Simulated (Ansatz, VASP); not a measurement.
**TaF3 in VASP and in Ansatz**

```
CELL_PARAMETERS angstrom
3.90120 0.00000 0.00000
0.00000 3.90120 0.00000
0.00000 0.00000 4.01824
ATOMIC_POSITIONS crystal
Ta 0.00000 0.00000 0.00000
F 0.50000 0.00000 0.00000
F 0.00000 0.50000 0.00000
F 0.00000 0.00000 0.50000
```

Change from the starting cell: strain +0.000 along x and y, +0.030 along z, atoms carried along.

Alike in both runs: task single point; functional PBEsol; k mesh 12 × 12 × 12; occupations gaussian, width 0.15 eV; no spin polarisation.

|  | VASP | Ansatz |
| --- | --- | --- |
| version | VASP 6.6.1 | Ansatz 0.2.0 |
| potentials or method | VASP PAW PBE potentials, release 64 (Ta_pv, F), cutoff 520 eV | scalar-relativistic, plane waves, PAW |
| valence electrons in the cell | 32 | 34 |

|  | VASP | Ansatz | Ansatz less VASP |
| --- | --- | --- | --- |
| gap on the k mesh at the Fermi level (eV) | none | none | - |
| pressure (GPa) | 15.5 | 15.1 | -0.36 |
| traceless stress, the component that is largest in VASP (GPa) | -7.39 | -7.26 | +0.137 |

VASP's potentials were made for PBE, not for PBEsol. A gap of «none» marks a metal or a gap that the smearing closes. VASP's potentials hold 32 valence electrons a cell and Ansatz's 34, so a difference there can come from the potentials and not from the codes.

Spin-orbit coupling is off throughout.
